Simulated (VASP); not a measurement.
# Y4C3 (Pm-3m) in VASP: a series of runs, part 3 of 3

VASP 6.6.1. Earlier steps stand in the parts before.

### 5 Relaxation of cell and atoms, PBE

Contents of INCAR:

```
PREC = Accurate
ENCUT = 600
EDIFF = 1E-7
ISMEAR = 0
SIGMA = 0.1
LREAL = False
LASPH = True
NELM = 80
ALGO = Normal
ISIF = 3
LWAVE = False
LCHARG = False
GGA = PE
IBRION = 2
NSW = 90
EDIFFG = -0.04
```

Contents of KPOINTS:

```
regular mesh
0
Gamma
  4 4 4
```

Contents of POSCAR:

```
Y4C3
1.0
    4.7626152200      0.0000000000      0.0000000000
    0.0000000000      4.7626152200      0.0000000000
    0.0000000000      0.0000000000      4.7626152200
Y C
4 3
Direct
    0.5000000000      0.5000000000      0.5000000000
    0.5000000000      0.0000000000      0.0000000000
    0.0000000000      0.5000000000      0.0000000000
    0.0000000000      0.0000000000      0.5000000000
    0.5000000000      0.5000000000      0.0000000000
    0.0000000000      0.5000000000      0.5000000000
    0.5000000000      0.0000000000      0.5000000000
```

Potentials or basis: VASP PAW PBE potentials, release 64 (Y_sv, C).

Run with:

```
$ cat potpaw_PBE.64/Y_sv/POTCAR potpaw_PBE.64/C/POTCAR > POTCAR
$ mpirun -np 1 vasp_std > vasp.out
```

OUTCAR:

```text
PREC = Accurate
   ENCUT = 600
   EDIFF = 1E-7
   ISMEAR = 0
   LREAL = False
   LASPH = True
   NELM = 80
   ISIF = 3
   GGA = PE
   IBRION = 2
   NSW = 90
   EDIFFG = -0.04

 ion  position               nearest neighbor table
   1  0.500  0.500  0.500-   5 2.38   6 2.38   7 2.38   5 2.38   7 2.38   6 2.38   2 3.37   3 3.37
                             2 3.37   2 3.37   4 3.37   3 3.37   2 3.37   3 3.37   4 3.37   4 3.37
   2  0.500  0.000  0.000-   5 2.38   7 2.38   7 2.38   5 2.38   3 3.37   1 3.37   4 3.37   4 3.37
                             1 3.37   3 3.37   1 3.37   1 3.37   3 3.37   4 3.37   4 3.37   3 3.37
   3  0.000  0.500  0.000-   5 2.38   6 2.38   6 2.38   5 2.38   2 3.37   1 3.37   4 3.37   4 3.37
                             2 3.37   4 3.37   4 3.37   1 3.37   2 3.37   1 3.37   1 3.37   2 3.37
   4  0.000  0.000  0.500-   6 2.38   7 2.38   6 2.38   7 2.38   2 3.37   2 3.37   3 3.37   1 3.37
                             3 3.37   3 3.37   3 3.37   1 3.37   2 3.37   1 3.37   2 3.37   1 3.37
   5  0.500  0.500  0.000-   1 2.38   2 2.38   3 2.38   1 2.38   2 2.38   3 2.38
   6  0.000  0.500  0.500-   1 2.38   3 2.38   4 2.38   3 2.38   4 2.38   1 2.38
   7  0.500  0.000  0.500-   1 2.38   2 2.38   4 2.38   2 2.38   1 2.38   4 2.38

  LATTYP: Found a simple cubic cell.
 ALAT       =     4.7626152200

  Lattice vectors:

 A1 = (   4.7626152200,   0.0000000000,   0.0000000000)
 A2 = (   0.0000000000,   4.7626152200,   0.0000000000)
 A3 = (   0.0000000000,   0.0000000000,   4.7626152200)

Analysis of symmetry for initial positions (statically):
=====================================================================
 Subroutine PRICEL returns:
 Original cell was already a primitive cell.

 Routine SETGRP: Setting up the symmetry group for a
 simple cubic supercell.

 Subroutine GETGRP returns: Found 48 space group operations
 (whereof 48 operations were pure point group operations)
 out of a pool of 48 trial point group operations.

The static configuration has the point symmetry O_h .

Analysis of symmetry for dynamics (positions and initial velocities):
=====================================================================
 Subroutine PRICEL returns:
 Original cell was already a primitive cell.

 Routine SETGRP: Setting up the symmetry group for a
 simple cubic supercell.

 Subroutine GETGRP returns: Found 48 space group operations
 (whereof 48 operations were pure point group operations)
 out of a pool of 48 trial point group operations.

The dynamic configuration has the point symmetry O_h .

 Subroutine INISYM returns: Found 48 space group operations
 (whereof 48 operations are pure point group operations),
 and found     1 'primitive' translations

----------------------------------------------------------------------------------------

                                     Primitive cell

  volume of cell :     108.0280

  direct lattice vectors                    reciprocal lattice vectors
     4.762615220  0.000000000  0.000000000     0.209968673  0.000000000  0.000000000
     0.000000000  4.762615220  0.000000000     0.000000000  0.209968673  0.000000000
     0.000000000  0.000000000  4.762615220     0.000000000  0.000000000  0.209968673

  length of vectors
     4.762615220  4.762615220  4.762615220     0.209968673  0.209968673  0.209968673

  position of ions in fractional coordinates (direct lattice)
     0.500000000  0.500000000  0.500000000
[... 53 lines left out ...]
  0.500000  0.500000  0.250000      6.000000
  0.500000  0.500000  0.500000      1.000000
   k-points           NKPTS =     10   k-points in BZ     NKDIM =     10   number of bands    NBANDS=     33
   number of dos      NEDOS =    301   number of ions     NIONS =      7
   total plane-waves  NPLWV =  64000
   dimension x,y,z NGX =    40 NGY =   40 NGZ =   40
   dimension x,y,z NGXF=    80 NGYF=   80 NGZF=   80
   ions per type =               4   3
   NGX,Y,Z   is equivalent  to a cutoff of  13.96, 13.96, 13.96 a.u.
   NGXF,Y,Z  is equivalent  to a cutoff of  27.93, 27.93, 27.93 a.u.
 SYSTEM =  unknown system
   PREC   = accura    normal or accurate (medium, high low for compatibility)
   ISTART =      0    job   : 0-new  1-cont  2-samecut
   ICHARG =      2    charge: 1-file 2-atom 10-const
   ISPIN  =      1    spin polarized calculation?
   LNONCOLLINEAR =      F non collinear calculations
   LSORBIT =      F    spin-orbit coupling
   LASPH  =      T    aspherical Exc in radial PAW
   ENCUT  =  600.0 eV  44.10 Ry    6.64 a.u.   9.51  9.51  9.51*2*pi/ulx,y,z
   NELM   =     80;   NELMIN=  2; NELMDL= -5     # of ELM steps
   EDIFF  = 0.1E-06   stopping-criterion for ELM
   LREAL  =      F    real-space projection
   EDIFFG = -.4E-01   stopping-criterion for IOM
   NSW    =     90    number of steps for IOM
   IBRION =      2    ionic relax: 0-MD 1-quasi-New 2-CG
   NFREE  =      1    steps in history (QN), initial steepest desc. (CG)
   ISIF   =      3    stress and relaxation
   ISYM   =      2    0-nonsym 1-usesym 2-fastsym
   POTIM  = 0.5000    time-step for ionic-motion
   TEBEG  =    0.0;   TEEND  =   0.0 temperature during run
   PSTRESS=    0.0 pullay stress
   NELECT =      56.0000    total number of electrons
   NUPDOWN=      -1.0000    fix difference up-down
   EMIN   =  10.00;   EMAX   =-10.00  energy-range for DOS
   EFERMI =   0.00;   METHOD = LEGACY
   ISMEAR =     0;   SIGMA  =   0.10  broadening in eV -4-tet -1-fermi 0-gaus
   EFERMI_NEDOS =   21; number of points for ismear=-14 and -15
   IALGO  =     38    algorithm
   IMIX   =      4    mixing-type and parameters
     AMIX     =   0.40;   BMIX     =  1.00
     AMIX_MAG =   1.60;   BMIX_MAG =  1.00
  volume/ion in A,a.u.               =      15.43       104.14
  Fermi-wavevector in a.u.,A,eV,Ry     =   1.315100  2.485178 23.531102  1.729487
  Thomas-Fermi vector in A             =   2.445306
   LORBIT       =      0    0 simple, 1 ext, 2 COOP (PROOUT), +10 PAW based schemes
   GGA     = PE    functional components
   LHFCALC =     F    Hartree Fock is set to
   AEXX    =    0.0000 exact exchange contribution
   IVDW    =     0    specifies the selected vdW correction
   LEPSILON=     F    determine dielectric tensor
   LRPA    =     F    only Hartree local field effects (RPA)
 conjugate gradient relaxation of ions
 non-spin polarized calculation
 Gauss-broadening in eV      SIGMA  =   0.10
  energy-cutoff  :      600.00
  volume of cell :      108.03
 maximum number of plane-waves:      3695
 NGX is ok and might be reduce to    40
   NGX = 19   NGY = 19   NGZ = 19

--------------------------------------- Ionic step        1  -------------------------------------------

 number of electron      56.0000001 magnetization

 Free energy of the ion-electron system (eV)
  ---------------------------------------------------
  ext. energy  EPLUGINS =         0.00000000
  ---------------------------------------------------
  free energy    TOTEN  =       -52.70558219 eV

  energy without entropy =      -52.66338154  energy(sigma->0) =      -52.68448187

------------------------ aborting loop because EDIFF is reached ----------------------------------------

  FORCE on cell =-STRESS in cart. coord.  units (eV):
  Direction    XX          YY          ZZ          XY          YZ          ZX
  --------------------------------------------------------------------------------------
  -------------------------------------------------------------------------------------
  Total       18.6227310     18.6227310     18.6227310      0.0000000      0.0000000      0.0000000
  in kB      276.1960519    276.1960519    276.1960519      0.0000000      0.0000000      0.0000000
  external PRESSURE =     276.1960519 kB  Pullay stress =       0.0000000 kB
[... 28 lines left out ...]
--------------------------------------- Ionic step        2  -------------------------------------------

 number of electron      56.0000001 magnetization

 E-fermi :   2.4698     XC(G=0):  -9.7332

 val. band max:        2.4675984001   @ k =   0.5000   0.2500   0.2500
 cond. band min:       2.5302616151   @ k =   0.2500   0.2500   0.0000
 fundamental gap:      0.0626632150
 Fermi energy:         2.4697771427

 k-point     1 :       0.0000    0.0000    0.0000
  band No.  band energies     occupation
      1     -39.6336      2.00000
      2     -39.6023      2.00000
      3     -39.6023      2.00000
      4     -38.7439      2.00000
      5     -19.8240      2.00000
      6     -19.8240      2.00000
[... 430 lines left out ...]
--------------------------------------- Ionic step        4  -------------------------------------------

 number of electron      56.0000005 magnetization

 Free energy of the ion-electron system (eV)
  ---------------------------------------------------
  ext. energy  EPLUGINS =         0.00000000
  ---------------------------------------------------
  free energy    TOTEN  =       -54.38342503 eV

  energy without entropy =      -54.35023285  energy(sigma->0) =      -54.36682894

 E-fermi :   3.3165     XC(G=0): -10.4641

 val. band max:        3.2916971419   @ k =   0.2500   0.0000   0.0000
 cond. band min:       3.3372093057   @ k =   0.5000   0.2500   0.2500
 fundamental gap:      0.0455121638
 Fermi energy:         3.3165079365

 k-point     1 :       0.0000    0.0000    0.0000
  band No.  band energies     occupation
      1     -38.0678      2.00000
      2     -37.9959      2.00000
      3     -37.9959      2.00000
      4     -36.9774      2.00000
      5     -18.4107      2.00000
      6     -18.4107      2.00000
[... 383 lines left out ...]
  FREE ENERGIE OF THE ION-ELECTRON SYSTEM (eV)
  ---------------------------------------------------
  free  energy   TOTEN  =       -54.3834250271 eV

  energy  without entropy=      -54.3502328490  energy(sigma->0) =      -54.36682894

 reached required accuracy - stopping structural energy minimisation
```

Run time: 4.1 min. Hardware: 1 thread of Oxide Virtual Turin-like, shared host; peak memory 0.23 GiB.

Results:

```yaml
Free_energy: -54.3834 eV
Relaxed_volume: 18.61 Å³/atom
Relaxed_cell: a = 5.070 Å, b = 5.070 Å, c = 5.070 Å, α = 90.00°, β = 90.00°, γ = 90.00°
Space_group_after_relaxing_to_0.1_Å: Pm-3m (No. 221)
Energy_gained_by_relaxing: 239.7 meV/atom
Ionic_steps: 4
Pressure_after_relaxing: -0.1 GPa
Band_gap_on_the_k_mesh: zero (bands 28 and 29 overlap by 1.03 eV)
```

Step by step:
```csv
step,energy change (eV),largest force (eV/Å),pressure (GPa),volume (Å³)
1,0.0000,0.0000,27.62,108.03
2,-0.4774,0.0000,-13.32,155.19
3,-1.6768,0.0000,-0.52,130.83
4,-1.6778,0.0000,-0.08,130.29
```

Final structure:
```
Y C
1.0
     5.06961    0.00000    0.00000
     0.00000    5.06961    0.00000
     0.00000    0.00000    5.06961
Y C
4 3
Direct
  0.50000 0.50000 0.50000
  0.50000 0.00000 0.00000
  0.00000 0.50000 0.00000
  0.00000 0.00000 0.50000
  0.50000 0.50000 0.00000
  0.00000 0.50000 0.50000
  0.50000 0.00000 0.50000
```

Caveat: the volume moved by over 15 % at a fixed basis, so the end points are rough.

### 6 Relaxation of cell and atoms, PBE

This run uses another cell than the first one, of 18.55 Å³/atom.

Contents of INCAR:

```
SYSTEM = Y4C3
PREC = Accurate
ENCUT = 600
EDIFF = 1E-6
ISMEAR = 0
SIGMA = 0.1
LREAL = .FALSE.
LASPH = .TRUE.
NELM = 100
ALGO = Fast
ISIF = 3
LWAVE = .FALSE.
LCHARG = .FALSE.
GGA = PE
IBRION = 2
NSW = 100
EDIFFG = -0.01
```

Contents of KPOINTS:

```
regular mesh
0
G
  8 8 8
  0 0 0
```

POSCAR, as its differences from that of step 5:

```diff
@@ -2,5 +2,5 @@
 1.0
-    4.7626152200      0.0000000000      0.0000000000
-    0.0000000000      4.7626152200      0.0000000000
-    0.0000000000      0.0000000000      4.7626152200
+    5.0640006559      0.0000000000      0.0000000000
+    0.0000000000      5.0640006559      0.0000000000
+    0.0000000000      0.0000000000      5.0640006559
 Y C
```

Potentials or basis: VASP PAW PBE potentials, release 64 (Y_sv, C).

Run with:

```
$ cat potpaw_PBE.64/Y_sv/POTCAR potpaw_PBE.64/C/POTCAR > POTCAR
$ mpirun -np 1 vasp_std > vasp.out
```

OUTCAR:

```text
SYSTEM = Y4C3
   PREC = Accurate
   ENCUT = 600
   EDIFF = 1E-6
   ISMEAR = 0
   LREAL = .FALSE.
   LASPH = .TRUE.
   NELM = 100
   ISIF = 3
   GGA = PE
   IBRION = 2
   NSW = 100
   EDIFFG = -0.01

 ion  position               nearest neighbor table
   1  0.500  0.500  0.500-   5 2.53   6 2.53   7 2.53   5 2.53   7 2.53   6 2.53   2 3.58   3 3.58
                             2 3.58   2 3.58   4 3.58   3 3.58   2 3.58   3 3.58   4 3.58   4 3.58
   2  0.500  0.000  0.000-   5 2.53   7 2.53   7 2.53   5 2.53   3 3.58   1 3.58   4 3.58   4 3.58
                             1 3.58   3 3.58   1 3.58   1 3.58   3 3.58   4 3.58   4 3.58   3 3.58
   3  0.000  0.500  0.000-   5 2.53   6 2.53   6 2.53   5 2.53   2 3.58   1 3.58   4 3.58   4 3.58
                             2 3.58   4 3.58   4 3.58   1 3.58   2 3.58   1 3.58   1 3.58   2 3.58
   4  0.000  0.000  0.500-   6 2.53   7 2.53   6 2.53   7 2.53   2 3.58   2 3.58   3 3.58   1 3.58
                             3 3.58   3 3.58   3 3.58   1 3.58   2 3.58   1 3.58   2 3.58   1 3.58
   5  0.500  0.500  0.000-   1 2.53   2 2.53   3 2.53   1 2.53   2 2.53   3 2.53
   6  0.000  0.500  0.500-   1 2.53   3 2.53   4 2.53   3 2.53   4 2.53   1 2.53
   7  0.500  0.000  0.500-   1 2.53   2 2.53   4 2.53   2 2.53   1 2.53   4 2.53

  LATTYP: Found a simple cubic cell.
 ALAT       =     5.0640006559

  Lattice vectors:

 A1 = (   5.0640006559,   0.0000000000,   0.0000000000)
 A2 = (   0.0000000000,   5.0640006559,   0.0000000000)
 A3 = (   0.0000000000,   0.0000000000,   5.0640006559)

Analysis of symmetry for initial positions (statically):
=====================================================================
 Subroutine PRICEL returns:
 Original cell was already a primitive cell.

 Routine SETGRP: Setting up the symmetry group for a
 simple cubic supercell.

 Subroutine GETGRP returns: Found 48 space group operations
 (whereof 48 operations were pure point group operations)
 out of a pool of 48 trial point group operations.

The static configuration has the point symmetry O_h .

Analysis of symmetry for dynamics (positions and initial velocities):
[... 147 lines left out ...]
   LHFCALC =     F    Hartree Fock is set to
   AEXX    =    0.0000 exact exchange contribution
   IVDW    =     0    specifies the selected vdW correction
   LEPSILON=     F    determine dielectric tensor
   LRPA    =     F    only Hartree local field effects (RPA)
 conjugate gradient relaxation of ions
 non-spin polarized calculation
 RMM-DIIS sequential band-by-band and
 Gauss-broadening in eV      SIGMA  =   0.10
  energy-cutoff  :      600.00
  volume of cell :      129.86
 maximum number of plane-waves:      4385
   NGX = 21   NGY = 21   NGZ = 21

 number of electron      56.0000006 magnetization

 Free energy of the ion-electron system (eV)
  ---------------------------------------------------
  ext. energy  EPLUGINS =         0.00000000
  ---------------------------------------------------
  free energy    TOTEN  =       -54.45430189 eV

  energy without entropy =      -54.43177486  energy(sigma->0) =      -54.44303837

 E-fermi :   3.3902     XC(G=0): -10.4825

 val. band max:        3.3877166061   @ k =   0.5000   0.2500   0.2500
 cond. band min:       3.3957804998   @ k =   0.2500   0.2500   0.0000
 fundamental gap:      0.0080638937
 Fermi energy:         3.3902421658

 k-point     1 :       0.0000    0.0000    0.0000
  band No.  band energies     occupation
      1     -38.0433      2.00000
      2     -37.9703      2.00000
      3     -37.9703      2.00000
      4     -36.9207      2.00000
      5     -18.3805      2.00000
      6     -18.3805      2.00000
[... 853 lines left out ...]
     32       5.4214      0.00000
     33       7.4296      0.00000

 [... further k-points ...]

------------------------ aborting loop because EDIFF is reached ----------------------------------------

  FORCE on cell =-STRESS in cart. coord.  units (eV):
  Direction    XX          YY          ZZ          XY          YZ          ZX
  --------------------------------------------------------------------------------------
  -------------------------------------------------------------------------------------
  Total        0.0294774      0.0294774      0.0294774      0.0000000     -0.0000000      0.0000000
  in kB        0.3636798      0.3636798      0.3636798      0.0000000     -0.0000000      0.0000000
  external PRESSURE =       0.3636798 kB  Pullay stress =       0.0000000 kB

 VOLUME and BASIS-vectors are now :
 -----------------------------------------------------------------------------
  energy-cutoff  :      600.00
  volume of cell :      129.86
      direct lattice vectors                 reciprocal lattice vectors
     5.064000656  0.000000000  0.000000000     0.197472328  0.000000000  0.000000000
     0.000000000  5.064000656  0.000000000     0.000000000  0.197472328  0.000000000
     0.000000000  0.000000000  5.064000656     0.000000000  0.000000000  0.197472328

 POSITION                                       TOTAL-FORCE (eV/Angst)
 -----------------------------------------------------------------------------------
      2.53200      2.53200      2.53200         0.000000      0.000000      0.000000
      2.53200      0.00000      0.00000         0.000000      0.000000      0.000000
      0.00000      2.53200      0.00000         0.000000      0.000000      0.000000
      0.00000      0.00000      2.53200         0.000000      0.000000      0.000000
      2.53200      2.53200      0.00000         0.000000      0.000000      0.000000
      0.00000      2.53200      2.53200         0.000000      0.000000      0.000000
      2.53200      0.00000      2.53200         0.000000      0.000000      0.000000
 -----------------------------------------------------------------------------------
    total drift:                                0.000000      0.000000      0.000000

  FREE ENERGIE OF THE ION-ELECTRON SYSTEM (eV)
  ---------------------------------------------------
  free  energy   TOTEN  =       -54.4543018908 eV

  energy  without entropy=      -54.4317748571  energy(sigma->0) =      -54.44303837

 reached required accuracy - stopping structural energy minimisation
```

OSZICAR:

```text
N       E                     dE             d eps       ncg     rms          rms(c)
DAV:   1     0.343176168037E+03    0.34318E+03   -0.31084E+04  2326   0.185E+03
DAV:   2    -0.302057369334E+02   -0.37338E+03   -0.36636E+03  2710   0.416E+02
DAV:   3    -0.663896222316E+02   -0.36184E+02   -0.35801E+02  3563   0.849E+01
[... 14 lines left out ...]
RMM:  18    -0.544542896243E+02   -0.12083E-04   -0.14468E-04  3399   0.301E-02    0.133E-02
RMM:  19    -0.544542966816E+02   -0.70573E-05   -0.79081E-05  2817   0.180E-02    0.108E-02
RMM:  20    -0.544542997271E+02   -0.30454E-05   -0.30705E-05  2156   0.114E-02    0.125E-03
RMM:  21    -0.544543012280E+02   -0.15010E-05   -0.15835E-05  1859   0.801E-03    0.136E-03
RMM:  22    -0.544543018908E+02   -0.66281E-06   -0.70833E-06  1718   0.647E-03
   1 F= -.54454302E+02 E0= -.54443038E+02  d E =-.544543E+02
```

Run time: 4.9 min. Hardware: 1 thread of Oxide Virtual Turin-like, shared host; peak memory 0.32 GiB.

What came out:

| Item | Value |
| --- | --- |
| Free energy | -54.4543 eV |
| Pressure after relaxing | 0.0 GPa |
| Band gap on the k mesh | zero (bands 28 and 29 overlap by 1.05 eV) |

Final structure:
```xyz
7
Lattice="5.0640 0.0000 0.0000 0.0000 5.0640 0.0000 0.0000 0.0000 5.0640" Properties=species:S:1:pos:R:3 pbc="T T T"
Y     2.5320    2.5320    2.5320
Y     2.5320    0.0000    0.0000
Y     0.0000    2.5320    0.0000
Y     0.0000    0.0000    2.5320
C     2.5320    2.5320    0.0000
C     0.0000    2.5320    2.5320
C     2.5320    0.0000    2.5320
```

Caveat: the relaxation stopped at its first step, so nothing moved.

### 7 The runs side by side

| task | cell | k mesh | cutoff (eV) | gap on the mesh (eV) | pressure (GPa) |
| --- | --- | --- | --- | --- | --- |
| single point | a = 4.763 Å, 7 atoms | 4 × 4 × 4 | 520 | none | 27.7 |
| single point | a = 5.064 Å, 7 atoms | 4 × 4 × 4 | 520 | none | 0.3 |
| single point | a = 5.067 Å, 7 atoms | 8 × 8 × 8 | 520 | none | -0.1 |
| relaxation of cell and atoms | relaxed from a = 4.763 Å, 7 atoms | 4 × 4 × 4 | 600 | none | -0.1 |
| relaxation of cell and atoms | relaxed from a = 5.064 Å, 7 atoms | 8 × 8 × 8 | 600 | none | 0.0 |

Alike in all rows: level PBE; potentials or basis VASP PAW PBE potentials, release 64 (Y_sv, C); no spin polarisation; smearing gaussian 0.1 eV.

Caveats: the cell stands under pressure (at least some runs); the volume moved by over 15 % at a fixed basis, so the end points are rough (at least some runs); the relaxation stopped at its first step, so nothing moved (at least some runs).

Total energies depend on the potentials used, so only differences within one code and one set of settings carry meaning.

The gap in the log of VASP goes by the Fermi energy; the results here count the filled bands.